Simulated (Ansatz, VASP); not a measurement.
# ZrIn2F6 in VASP and in Ansatz

```
CELL_PARAMETERS angstrom
6.25144 0.00000 0.00000
0.00000 6.25144 0.00000
0.00000 0.00000 4.43554
ATOMIC_POSITIONS crystal
Zr 0.00000 0.00000 0.00000
In 0.50000 0.00000 0.50000
In 0.00000 0.50000 0.50000
F 0.22281 0.77719 0.00000
F 0.22281 0.22281 0.00000
F 0.00000 0.00000 0.50000
F 0.77719 0.22281 0.00000
F 0.77719 0.77719 0.00000
F 0.50000 0.50000 0.50000
```

Alike in both runs: functional PBE; k mesh 6 × 6 × 6; occupations gaussian, width 0.02 eV; no spin polarisation.

Ansatz relaxed the structure, and its values are those at the end. VASP's run is a single point on that final structure, the one shown.

```csv
,VASP,Ansatz
version,VASP 6.6.1,Ansatz 0.2.0
potentials or method,"VASP PAW PBE potentials, release 64 (Zr_sv, In_d, F), cutoff 520 eV","scalar-relativistic, plane waves, PAW"
valence electrons in the cell,80,80
```

|  | VASP | Ansatz | Ansatz less VASP |
| --- | --- | --- | --- |
| gap on the k mesh at the Fermi level (eV) | 1.10 | 1.13 | +0.030 |
| least direct gap on the mesh (eV) | 1.10 | 1.13 | +0.030 |
| pressure (GPa) | 0.1 | 0.0 | -0.05 |
| rms of the force components (eV/Å) | 0.040 | 0.001 | -0.0390 |
